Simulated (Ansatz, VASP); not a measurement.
AlNi in VASP and in Ansatz

File INCAR:

```
SYSTEM = AlNi
PREC = Accurate ; ENCUT = 690
EDIFF = 1E-6 ; ISMEAR = -1
SIGMA = 0.05 ; LREAL = .FALSE.
LASPH = .TRUE. ; NELM = 200
ALGO = Normal ; ISIF = 2
LWAVE = .FALSE. ; LCHARG = .FALSE.
ISPIN = 2 ; MAGMOM = 1.5 0
LORBIT = 11 ; NUPDOWN = 1.5
LMAXMIX = 4 ; GGA = PS
NBANDS = 22 ; GGA_COMPAT = .FALSE.
```

KPOINTS

```
regular mesh
0
G
  8 8 8
  0 0 0
```

POSCAR

```
AlNi
1.0
    2.8810000000      0.0000000000      0.0000000000
    0.0000000000      2.8810000000      0.0000000000
    0.0000000000      0.0000000000      2.8810000000
Ni Al
1 1
Direct
    0.5000000000      0.5000000000      0.5000000000
    0.0000000000      0.0000000000      0.0000000000
```

Contents of input.yaml:

```yaml
crystal:
  lattice:
    - [2.881, 0.0, 0.0]
    - [0.0, 2.881, 0.0]
    - [0.0, 0.0, 2.881]
  atoms:
    - { symbol: Ni, position: [0.5, 0.5, 0.5], spin: 1.5 }
    - { symbol: Al, position: [0.0, 0.0, 0.0] }
hamiltonian:
  xc: pbesol
  pseudopotentials: { kind: paw }
magnetization:
  spin_polarized: true
  initial_magnetization: 1.5
  spin_locking: { lock_magnetization: hard }
kpoints:
  mp_grid: { grid: [8, 8, 8] }
scf:
  occupations: { method: fermi_dirac, width: 0.05 }
  lower_state_search: "off"
output:
  forces: true
  stress: true
  eigenvalues: true
```

Alike in both runs: task single point; functional PBEsol; k mesh 8 × 8 × 8; occupations fermi-dirac, width 0.05 eV; collinear spin; fixed moment 1.5 μB.

|  | VASP | Ansatz |
| --- | --- | --- |
| version | VASP 6.6.1 | Ansatz 0.2.0 |
| potentials or method | VASP PAW PBE potentials, release 64 (Ni_sv_GW, Al) | Ansatz PAW |
| plane-wave cutoff (eV) | 690 | 420 |
| valence electrons in the cell | 21 | 21 |

VASP gave:

- pressure (GPa): 6.2
- net moment per atom (μB): 0.75
- size of the moment on the site where the two differ most (μB): 0.09

**Question.** What did Ansatz give for the same quantities?

**Answer.** Pressure (GPa): 7.1; net moment per atom (μB): 0.75; size of the moment on the site where the two differ most (μB): 0.16.

VASP's potentials were made for PBE, not for PBEsol. Site moments also hang on the region over which each program counts them.
